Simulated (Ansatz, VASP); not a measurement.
This is a calculation of Se for Ansatz 0.2.0.

input.yaml

```yaml
crystal:
  lattice:
    - [2.81056302, 0.0, 0.0]
    - [0.0, 2.81056302, 0.0]
    - [0.0, 0.0, 2.81056302]
  atoms:
    - { symbol: Se, position: [0.0, 0.0, 0.0] }
kpoints:
  mp_grid: { grid: [9, 9, 9] }
scf:
  occupations: { method: gaussian, width: 0.1 }
hamiltonian:
  xc: pbe
  pseudopotentials: { kind: all_electron, lapw: { basis_error: 0.001 } }
output:
  forces: true
  stress: true
  eigenvalues: true
```

Potentials or basis: all-electron LAPW, scalar-relativistic.

Run with:

```console
$ ansatz run input.yaml --threads 1 --pin off --max-ram 3072MiB --backend cpu --events-out ev --progress --plain --runs-dir out
```

Task: Set up the same calculation for VASP 6.6.1. Potentials there: VASP PAW PBE potentials, release 64 (Se).

Result: As run (the cutoff follows the program's own potentials):

File INCAR:

```
  ALGO = Normal
  EDIFF = 1E-6
  ENCUT = 520
  GGA = PE
  ISIF = 2
  ISMEAR = 0
  LASPH = T
  LCHARG = T
  LELF = T
  LREAL = F
  LVHAR = T
  LWAVE = F
  NBANDS = 9
  NELM = 100
  PREC = Accurate
  SIGMA = 0.1
```

Contents of KPOINTS:

```
k-points
0
Gamma
  9 9 9
```

Contents of POSCAR:

```
Se
1.0
    2.8105630200      0.0000000000      0.0000000000
    0.0000000000      2.8105630200      0.0000000000
    0.0000000000      0.0000000000      2.8105630200
Se
1
Direct
    0.0000000000      0.0000000000      0.0000000000
```

Potentials or basis: VASP PAW PBE potentials, release 64 (Se).

The run is started by

```sh
$ cat potpaw_PBE.64/Se/POTCAR > POTCAR
$ mpirun -np 1 vasp_std > vasp.out
```

Both were run:

|  | VASP | Ansatz | Ansatz less VASP |
| --- | --- | --- | --- |
| gap on the k mesh at the Fermi level (eV) | none | none | - |
| pressure (GPa) | 2.0 | 2.0 | -0.04 |

A gap of «none» marks a metal or a gap that the smearing closes. Ansatz ran all-electron here, and VASP with PAW potentials.
